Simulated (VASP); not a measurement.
A run of VASP 6.6.1 is set up as follows.

Contents of INCAR:

```
SYSTEM = BaTiO3
PREC     = Accurate       ! precision mode
ENCUT    = 520            ! plane-wave cutoff, eV
EDIFF    = 1E-6           ! SCF threshold, eV
ISMEAR   = -1             ! smearing method
SIGMA    = 0.05           ! smearing width, eV
LREAL    = .FALSE.        ! projectors in reciprocal space
LASPH    = .TRUE.         ! aspherical terms in the spheres
NELM     = 100            ! most SCF steps
ALGO     = Normal         ! electronic algorithm
ISIF     = 2              ! what is computed and relaxed
LWAVE    = .FALSE.        ! write WAVECAR
LCHARG   = .FALSE.        ! write CHGCAR
GGA      = PE             ! functional
NBANDS   = 51             ! bands
```

The input KPOINTS:

```
Automatic mesh
0
G
  7 5 5
  0 0 0
```

The input POSCAR:

```
BaTiO3
1.0
   -0.0915918800      0.0227814800     -3.9623969300
    3.8808838200      4.1317799600      0.0684987100
    3.9231712500     -4.1740673900      0.1138552900
Ba Ti O
2 2 6
Direct
    0.9974869000      0.0001477200      0.0004271700
    0.9998202700      0.4987526000      0.5010867700
    0.5007474000      0.4990591200      0.9978540800
    0.5036564600      0.9987681300      0.4973819700
    0.9989596600      0.4987799700      0.9982409700
    0.0019446300      0.9997553300      0.5021167700
    0.4941324700      0.2515279200      0.2525101600
    0.4993701600      0.7523144300      0.7482599000
    0.5032595700      0.2508647700      0.7496877100
    0.5006224800      0.7500300100      0.2524344900
```

Potentials or basis: VASP PAW PBE potentials, release 64 (Ba_sv, Ti_sv, O).

Command:

```sh
$ cat potpaw_PBE.64/Ba_sv/POTCAR potpaw_PBE.64/Ti_sv/POTCAR potpaw_PBE.64/O/POTCAR > POTCAR
$ mpirun -np 1 vasp_std > vasp.out
```

**Question.** Estimate the pressure.

**Answer.** 4.7 GPa.

**Question.** What does it give for the largest force?

**Answer.** 0.263 eV/Å.

Forces in eV/Å, atoms in the order of the input:
```
Ba  -0.048  0.027 -0.076
Ba  -0.007  0.078 -0.022
Ti  -0.056 -0.003  0.010
Ti   0.082 -0.094  0.045
O    0.119  0.010 -0.017
O   -0.026  0.086  0.134
O   -0.125  0.070 -0.154
O    0.045 -0.259 -0.002
O    0.207 -0.042  0.081
O   -0.191  0.127  0.001
```

Caveat: the cell stands under pressure.
